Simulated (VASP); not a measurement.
# Ru (P6_3/mmc) in VASP: further runs

Ru is run at these levels: BLYP; tasks: single point.

Program: VASP 6.6.1. These are calculated values, not measurements. Logs are shortened: lines on timing, memory, paths and dates and some standing lists are left out, and cuts for length are marked.

**1. The cell of the first run**

It takes space group P6_3/mmc (No. 194, hexagonal). Conventional cell: a = 2.769 Å, b = 2.769 Å, c = 4.344 Å, α = 90.00°, β = 90.00°, γ = 120.00°. Within 3.6 Å of Ru (site symmetry -6m2) lie 12 Ru at 2.70 to 2.77 Å.

**2. Single point, BLYP, collinear spin, ferromagnetic start**

The input, INCAR:

```
  AGGAC = 1.0
  AGGAX = 1.0
  ALDAC = 0.0
  ALDAX = 1.0
  ALGO = Normal
  EDIFF = 1E-7
  ENCUT = 520
  GGA = B5
  ISIF = 2
  ISMEAR = -1
  ISPIN = 2
  LASPH = True
  LCHARG = False
  LMAXMIX = 4
  LORBIT = 11
  LREAL = False
  LWAVE = False
  MAGMOM = 1 1
  NBANDS = 25
  NELM = 150
  PREC = Accurate
  SIGMA = 0.05
```

The input, KPOINTS:

```
k-points
0
Gamma
  13 13 8
```

The input, POSCAR:

```
Ru
1.0
    2.7685637282      0.0000000000      0.0000000000
   -1.3842818641      2.3976465207      0.0000000000
    0.0000000000      0.0000000000      4.3443274367
Ru
2
Direct
    0.3333333333      0.6666666667      0.2500000000
    0.6666666667      0.3333333333      0.7500000000
```

Potentials or basis: VASP PAW PBE potentials, release 64 (Ru_pv).

Started as:

```bash
$ cat potpaw_PBE.64/Ru_pv/POTCAR > POTCAR
$ mpirun -np 1 vasp_std > vasp.out
```

OUTCAR:

```text
EDIFF = 1E-7
   ENCUT = 520
   GGA = B5
   ISIF = 2
   ISMEAR = -1
   ISPIN = 2
   LASPH = True
   LORBIT = 11
   LREAL = False
   NELM = 150
   PREC = Accurate

 ion  position               nearest neighbor table
   1  0.333  0.667  0.250-   2 2.70   2 2.70   2 2.70   2 2.70   2 2.70   2 2.70
   2  0.667  0.333  0.750-   1 2.70   1 2.70   1 2.70   1 2.70   1 2.70   1 2.70

  LATTYP: Found a hexagonal cell.
 ALAT       =     2.7685637282
 C/A-ratio  =     1.5691628813

  Lattice vectors:

 A1 = (   2.7685637282,   0.0000000000,   0.0000000000)
 A2 = (  -1.3842818641,   2.3976465207,   0.0000000000)
 A3 = (   0.0000000000,   0.0000000000,   4.3443274367)

Analysis of symmetry for initial positions (statically):
=====================================================================
 Subroutine PRICEL returns:
 Original cell was already a primitive cell.

 Routine SETGRP: Setting up the symmetry group for a
 hexagonal supercell.

 Subroutine GETGRP returns: Found 24 space group operations
 (whereof 12 operations were pure point group operations)
 out of a pool of 24 trial point group operations.

The static configuration has the point symmetry D_3d.
 The point group associated with its full space group is D_6h.

Analysis of symmetry for dynamics (positions and initial velocities):
=====================================================================
 Subroutine PRICEL returns:
 Original cell was already a primitive cell.

 Routine SETGRP: Setting up the symmetry group for a
 hexagonal supercell.

 Subroutine GETGRP returns: Found 24 space group operations
 (whereof 12 operations were pure point group operations)
 out of a pool of 24 trial point group operations.

The dynamic configuration has the point symmetry D_3d.
 The point group associated with its full space group is D_6h.

Analysis of structural, dynamic, and magnetic symmetry:
=====================================================================
 Subroutine PRICEL returns:
 Original cell was already a primitive cell.

 Routine SETGRP: Setting up the symmetry group for a
 hexagonal supercell.

 Subroutine GETGRP returns: Found 24 space group operations
 (whereof 12 operations were pure point group operations)
 out of a pool of 24 trial point group operations.

The overall configuration has the point symmetry D_3d.
 The point group associated with its full space group is D_6h.

 Subroutine INISYM returns: Found 24 space group operations
 (whereof 12 operations are pure point group operations),
 and found     1 'primitive' translations

----------------------------------------------------------------------------------------

                                     Primitive cell

  volume of cell :      28.8378

  direct lattice vectors                    reciprocal lattice vectors
     2.768563728  0.000000000  0.000000000     0.361198115  0.208537829  0.000000000
    -1.384281864  2.397646521  0.000000000     0.000000000  0.417075658  0.000000000
     0.000000000  0.000000000  4.344327437     0.000000000  0.000000000  0.230185228

  length of vectors
     2.768563728  2.768563728  4.344327437     0.417075658  0.417075658  0.230185228

  position of ions in fractional coordinates (direct lattice)
     0.333333333  0.666666667  0.250000000
     0.666666667  0.333333333  0.750000000

  ion indices of the primitive-cell ions
   primitive index   ion index
                 1           1
                 2           2

----------------------------------------------------------------------------------------

 KPOINTS: k-points

Automatic generation of k-mesh.
 Grid dimensions read from file:
 generate k-points for:   13   13    8

 Generating k-lattice:

  Cartesian coordinates                     Fractional coordinates (reciprocal lattice)
     0.027784470  0.016041371  0.000000000     0.076923077  0.000000000  0.000000000
     0.000000000  0.032082743  0.000000000     0.000000000  0.076923077  0.000000000
     0.000000000  0.000000000  0.028773153     0.000000000  0.000000000  0.125000000

  Length of vectors
     0.032082743  0.032082743  0.028773153

  Shift w.r.t. Gamma in fractional coordinates (k-lattice)
     0.000000000  0.000000000  0.000000000

 Subroutine IBZKPT returns following result:
 ===========================================

 Found    105 irreducible k-points:

 Following reciprocal coordinates:
            Coordinates               Weight
  0.000000  0.000000  0.000000      1.000000
  0.076923  0.000000  0.000000      6.000000
  0.153846  0.000000  0.000000      6.000000
  0.230769  0.000000  0.000000      6.000000
  0.307692  0.000000  0.000000      6.000000
  0.384615  0.000000  0.000000      6.000000
[... 16 lines left out ...]
  0.076923  0.000000  0.125000     12.000000
  0.153846  0.000000  0.125000     12.000000
 [... further k-points ...]
   k-points           NKPTS =    105   k-points in BZ     NKDIM =    105   number of bands    NBANDS=     25
   number of dos      NEDOS =    301   number of ions     NIONS =      2
   total plane-waves  NPLWV =  18432
   dimension x,y,z NGX =    24 NGY =   24 NGZ =   32
   dimension x,y,z NGXF=    48 NGYF=   48 NGZF=   64
   ions per type =               2
   NGX,Y,Z   is equivalent  to a cutoff of  14.41, 14.41, 12.25 a.u.
   NGXF,Y,Z  is equivalent  to a cutoff of  28.82, 28.82, 24.49 a.u.
 SYSTEM =  unknown system
   PREC   = accura    normal or accurate (medium, high low for compatibility)
   ISTART =      0    job   : 0-new  1-cont  2-samecut
   ICHARG =      2    charge: 1-file 2-atom 10-const
   ISPIN  =      2    spin polarized calculation?
   LNONCOLLINEAR =      F non collinear calculations
   LSORBIT =      F    spin-orbit coupling
   LASPH  =      T    aspherical Exc in radial PAW
   ENCUT  =  520.0 eV  38.22 Ry    6.18 a.u.   5.15  5.15  8.08*2*pi/ulx,y,z
   NELM   =    150;   NELMIN=  2; NELMDL= -5     # of ELM steps
   EDIFF  = 0.1E-06   stopping-criterion for ELM
   LREAL  =      F    real-space projection
   EDIFFG = 0.1E-05   stopping-criterion for IOM
   NSW    =      0    number of steps for IOM
   IBRION =     -1    ionic relax: 0-MD 1-quasi-New 2-CG
   NFREE  =      0    steps in history (QN), initial steepest desc. (CG)
   ISIF   =      2    stress and relaxation
   ISYM   =      2    0-nonsym 1-usesym 2-fastsym
   POTIM  = 0.5000    time-step for ionic-motion
   TEBEG  =    0.0;   TEEND  =   0.0 temperature during run
   PSTRESS=    0.0 pullay stress
   NELECT =      28.0000    total number of electrons
   NUPDOWN=      -1.0000    fix difference up-down
   EMIN   =  10.00;   EMAX   =-10.00  energy-range for DOS
   EFERMI =   0.00;   METHOD = LEGACY
   ISMEAR =    -1;   SIGMA  =   0.05  broadening in eV -4-tet -1-fermi 0-gaus
   EFERMI_NEDOS =   21; number of points for ismear=-14 and -15
   IALGO  =     38    algorithm
   IMIX   =      4    mixing-type and parameters
     AMIX     =   0.40;   BMIX     =  1.00
     AMIX_MAG =   1.60;   BMIX_MAG =  1.00
  volume/ion in A,a.u.               =      14.42        97.30
  Fermi-wavevector in a.u.,A,eV,Ry     =   1.621089  3.063413 35.755137  2.627928
  Thomas-Fermi vector in A             =   2.714922
   LORBIT       =     11    0 simple, 1 ext, 2 COOP (PROOUT), +10 PAW based schemes
   GGA     = B5    functional components
   LHFCALC =     F    Hartree Fock is set to
   AEXX    =    0.0000 exact exchange contribution
   IVDW    =     0    specifies the selected vdW correction
   LEPSILON=     F    determine dielectric tensor
   LRPA    =     F    only Hartree local field effects (RPA)
 spin polarized calculation
  energy-cutoff  :      520.00
  volume of cell :       28.84
 maximum number of plane-waves:       796
 NGX is ok and might be reduce to    24
   NGX = 11   NGY = 11   NGZ = 17

 number of electron      28.0000012 magnetization      -0.0001071

 number of electron      28.0000012 magnetization       0.0000075

 Free energy of the ion-electron system (eV)
  ---------------------------------------------------
  ext. energy  EPLUGINS =         0.00000000
  ---------------------------------------------------
  free energy    TOTEN  =       -15.85624112 eV

  energy without entropy =      -15.84194299  energy(sigma->0) =      -15.84909205

 E-fermi :  12.3497     XC(G=0): -13.0864

 val. band max:       12.3273444620   @ k =   0.2308   0.0769   0.2500
 cond. band min:      12.3750772339   @ k =   0.3077   0.1538   0.2500
 fundamental gap:      0.0477327719
 Fermi energy:        12.3497168183

 spin component 1

 k-point     1 :       0.0000    0.0000    0.0000
  band No.  band energies     occupation
      1     -30.9982      1.00000
      2     -30.2252      1.00000
      3     -30.2252      1.00000
      4     -30.0758      1.00000
      5     -30.0758      1.00000
      6     -30.0344      1.00000
[... 17 lines left out ...]
     24      30.5657      0.00000
     25      34.3402      0.00000
[... 621 lines left out ...]
      3     -30.2621      1.00000
      4     -30.2338      1.00000
      5     -30.1007      1.00000
      6     -30.0814      1.00000
[... 17 lines left out ...]
     24      30.6029      0.00000
     25      31.4095      0.00000

 [... further k-points ...]

 spin component 2

 k-point     1 :       0.0000    0.0000    0.0000
  band No.  band energies     occupation
      1     -30.9982      1.00000
      2     -30.2252      1.00000
      3     -30.2252      1.00000
      4     -30.0758      1.00000
      5     -30.0758      1.00000
      6     -30.0344      1.00000
[... 17 lines left out ...]
     24      30.5657      0.00000
     25      34.3402      0.00000
[... 621 lines left out ...]
      3     -30.2621      1.00000
      4     -30.2338      1.00000
      5     -30.1007      1.00000
      6     -30.0815      1.00000
[... 17 lines left out ...]
     24      30.6029      0.00000
     25      31.4095      0.00000

 [... further k-points ...]

------------------------ aborting loop because EDIFF is reached ----------------------------------------

  FORCE on cell =-STRESS in cart. coord.  units (eV):
  Direction    XX          YY          ZZ          XY          YZ          ZX
  --------------------------------------------------------------------------------------
  -------------------------------------------------------------------------------------
  Total        0.1162508      0.1162508      0.1264992      0.0000000      0.0000000      0.0000000
  in kB        6.4586859      6.4586859      7.0280696      0.0000000      0.0000000      0.0000000
  external PRESSURE =       6.6484805 kB  Pullay stress =       0.0000000 kB

 VOLUME and BASIS-vectors are now :
 -----------------------------------------------------------------------------
  energy-cutoff  :      520.00
  volume of cell :       28.84
      direct lattice vectors                 reciprocal lattice vectors
     2.768563728  0.000000000  0.000000000     0.361198115  0.208537829  0.000000000
    -1.384281864  2.397646521  0.000000000     0.000000000  0.417075658  0.000000000
     0.000000000  0.000000000  4.344327437     0.000000000  0.000000000  0.230185228

 POSITION                                       TOTAL-FORCE (eV/Angst)
 -----------------------------------------------------------------------------------
     -0.00000      1.59843      1.08608         0.000000      0.000000      0.000000
      1.38428      0.79922      3.25825        -0.000000     -0.000000      0.000000
 -----------------------------------------------------------------------------------
    total drift:                               -0.000000      0.000000     -0.000000

  FREE ENERGIE OF THE ION-ELECTRON SYSTEM (eV)
  ---------------------------------------------------
  free  energy   TOTEN  =       -15.8562411216 eV

  energy  without entropy=      -15.8419429869  energy(sigma->0) =      -15.84909205

 total charge

# of ion       s       p       d       tot
------------------------------------------
    1        0.375   6.268   5.958  12.602
    2        0.375   6.268   5.958  12.602
--------------------------------------------------
tot          0.751  12.536  11.916  25.203

 magnetization (x)

# of ion       s       p       d       tot
------------------------------------------
    1        0.000   0.000  -0.000  -0.000
    2        0.000   0.000  -0.000  -0.000
--------------------------------------------------
tot          0.000   0.000  -0.000  -0.000
```

Wall time 59 s (1 thread of Intel Xeon 6975P-C (Granite Rapids), shared host); peak memory 0.22 GiB.

Results:

```
Free energy                                           : -15.8562 eV
Pressure                                              : 0.7 GPa
Band gap on the k mesh                                : zero (filled and empty bands overlap)
Net moment                                            : 0.00 μB per cell
Valence electrons inside the program's atomic spheres : Ru 12.60
```

Levels at points of the mesh, in eV from the Fermi level:
Spin up:
```tsv
k point	band 12	band 13	band 14	band 15	band 16	band 17
(0.00, 0.00, 0.00)	-1.80	-1.80	-1.40	-1.40	1.02	1.02
(0.00, 0.00, 0.50)	-2.60	-2.44	-2.44	0.42	0.42	0.42
```
Spin down:
| k point | band 11 | band 12 | band 13 | band 14 | band 15 | band 16 | band 17 | band 18 |
| --- | --- | --- | --- | --- | --- | --- | --- | --- |
| (0.00, 0.00, 0.00) | -2.20 | -1.80 | -1.80 | -1.40 | -1.40 | 1.02 | 1.02 | 1.59 |
| (0.00, 0.00, 0.50) | -2.60 | -2.60 | -2.44 | -2.44 | 0.42 | 0.42 | 0.42 | 0.42 |

Caveat: the PAW data sets were made with another functional, which shifts forces and pressure a little.

**3. Single point, BLYP, collinear spin, ferromagnetic start (15.00 Å³/atom)**

This run uses another cell than the first one, of 15.00 Å³/atom.

The input, INCAR:

```
AGGAC = 1.0
AGGAX = 1.0
ALDAC = 0.0
ALDAX = 1.0
ALGO = Normal
EDIFF = 1E-7
ENCUT = 520
GGA = B5
ISIF = 2
ISMEAR = -1
ISPIN = 2
LASPH = True
LCHARG = False
LMAXMIX = 4
LORBIT = 11
LREAL = False
LWAVE = False
MAGMOM = 1 1
NBANDS = 25
NELM = 150
PREC = Accurate
SIGMA = 0.05
```

The input, KPOINTS:

```
k-points
0
Gamma
  21 21 12
```

The input, POSCAR:

```
Ru
1.0
    2.8049963763      0.0000000000      0.0000000000
   -1.4024981881      2.4291981194      0.0000000000
    0.0000000000      0.0000000000      4.4014961957
Ru
2
Direct
    0.3333333333      0.6666666667      0.2500000000
    0.6666666667      0.3333333333      0.7500000000
```

Potentials or basis: VASP PAW PBE potentials, release 64 (Ru_pv).

Started as:

```bash
$ cat potpaw_PBE.64/Ru_pv/POTCAR > POTCAR
$ mpirun -np 1 vasp_std > vasp.out
```

OUTCAR:

```text
EDIFF = 1E-7
   ENCUT = 520
   GGA = B5
   ISIF = 2
   ISMEAR = -1
   ISPIN = 2
   LASPH = True
   LORBIT = 11
   LREAL = False
   NELM = 150
   PREC = Accurate

 ion  position               nearest neighbor table
   1  0.333  0.667  0.250-   2 2.73   2 2.73   2 2.73   2 2.73   2 2.73   2 2.73
   2  0.667  0.333  0.750-   1 2.73   1 2.73   1 2.73   1 2.73   1 2.73   1 2.73

  LATTYP: Found a hexagonal cell.
 ALAT       =     2.8049963763
 C/A-ratio  =     1.5691628812

  Lattice vectors:

 A1 = (   2.8049963763,   0.0000000000,   0.0000000000)
 A2 = (  -1.4024981881,   2.4291981194,   0.0000000000)
 A3 = (   0.0000000000,   0.0000000000,   4.4014961957)

Analysis of symmetry for initial positions (statically):
=====================================================================
 Subroutine PRICEL returns:
 Original cell was already a primitive cell.

 Routine SETGRP: Setting up the symmetry group for a
 hexagonal supercell.

 Subroutine GETGRP returns: Found 24 space group operations
 (whereof 12 operations were pure point group operations)
 out of a pool of 24 trial point group operations.

The static configuration has the point symmetry D_3d.
 The point group associated with its full space group is D_6h.

Analysis of symmetry for dynamics (positions and initial velocities):
=====================================================================
 Subroutine PRICEL returns:
 Original cell was already a primitive cell.

 Routine SETGRP: Setting up the symmetry group for a
 hexagonal supercell.

 Subroutine GETGRP returns: Found 24 space group operations
 (whereof 12 operations were pure point group operations)
 out of a pool of 24 trial point group operations.

The dynamic configuration has the point symmetry D_3d.
 The point group associated with its full space group is D_6h.

Analysis of structural, dynamic, and magnetic symmetry:
=====================================================================
[... 155 lines left out ...]
  ext. energy  EPLUGINS =         0.00000000
  ---------------------------------------------------
  free energy    TOTEN  =       -15.82623528 eV

  energy without entropy =      -15.80935756  energy(sigma->0) =      -15.81779642

 E-fermi :  11.6409     XC(G=0): -12.8542

 val. band max:       11.6368634606   @ k =   0.4286   0.1429   0.3333
 cond. band min:      11.6409505302   @ k =   0.3810   0.0476   0.2500
 fundamental gap:      0.0040870695
 Fermi energy:        11.6409416892

 spin component 1

 k-point     1 :       0.0000    0.0000    0.0000
  band No.  band energies     occupation
      1     -31.5399      1.00000
      2     -30.8599      1.00000
      3     -30.8599      1.00000
      4     -30.7278      1.00000
      5     -30.7278      1.00000
      6     -30.6947      1.00000
[... 661 lines left out ...]
     24      28.7648      0.00000
     25      30.6678      0.00000

 [... further k-points ...]

 spin component 2

 k-point     1 :       0.0000    0.0000    0.0000
  band No.  band energies     occupation
      1     -31.5399      1.00000
      2     -30.8599      1.00000
      3     -30.8599      1.00000
      4     -30.7278      1.00000
      5     -30.7278      1.00000
      6     -30.6947      1.00000
[... 661 lines left out ...]
     24      28.7648      0.00000
     25      30.6677      0.00000

 [... further k-points ...]

------------------------ aborting loop because EDIFF is reached ----------------------------------------

  FORCE on cell =-STRESS in cart. coord.  units (eV):
  Direction    XX          YY          ZZ          XY          YZ          ZX
  --------------------------------------------------------------------------------------
  -------------------------------------------------------------------------------------
  Total       -1.6878839     -1.6878839     -1.6722206     -0.0000000     -0.0000000     -0.0000000
  in kB      -90.1690666    -90.1690666    -89.3323157     -0.0000000     -0.0000000     -0.0000000
  external PRESSURE =     -89.8901496 kB  Pullay stress =       0.0000000 kB

 VOLUME and BASIS-vectors are now :
 -----------------------------------------------------------------------------
  energy-cutoff  :      520.00
  volume of cell :       29.99
      direct lattice vectors                 reciprocal lattice vectors
     2.804996376  0.000000000  0.000000000     0.356506699  0.205829239  0.000000000
    -1.402498188  2.429198119  0.000000000     0.000000000  0.411658478  0.000000000
     0.000000000  0.000000000  4.401496196     0.000000000  0.000000000  0.227195471

 POSITION                                       TOTAL-FORCE (eV/Angst)
 -----------------------------------------------------------------------------------
     -0.00000      1.61947      1.10037        -0.000000      0.000000      0.000000
      1.40250      0.80973      3.30112         0.000000      0.000000      0.000000
 -----------------------------------------------------------------------------------
    total drift:                                0.000000     -0.000000      0.000000

  FREE ENERGIE OF THE ION-ELECTRON SYSTEM (eV)
  ---------------------------------------------------
  free  energy   TOTEN  =       -15.8262352826 eV

  energy  without entropy=      -15.8093575642  energy(sigma->0) =      -15.81779642

 total charge

# of ion       s       p       d       tot
------------------------------------------
    1        0.362   6.247   5.924  12.533
    2        0.362   6.247   5.924  12.533
--------------------------------------------------
tot          0.724  12.493  11.848  25.066

 magnetization (x)

# of ion       s       p       d       tot
------------------------------------------
    1        0.000   0.000  -0.000  -0.000
    2        0.000   0.000  -0.000  -0.000
--------------------------------------------------
tot          0.000   0.000  -0.000  -0.000
```

It took 13 min on 1 thread of AMD EPYC 7R13, shared host; peak memory 0.4 GiB.

Results:

```
Free energy                                           : -15.8262 eV
Pressure                                              : -9.0 GPa
Band gap on the k mesh                                : zero (filled and empty bands overlap)
Net moment                                            : 0.00 μB per cell
Valence electrons inside the program's atomic spheres : Ru 12.53
```

Caveat: the cell stands under tension; the PAW data sets were made with another functional, which shifts forces and pressure a little.

The gap in the log of VASP goes by the Fermi energy; the results here count the filled bands.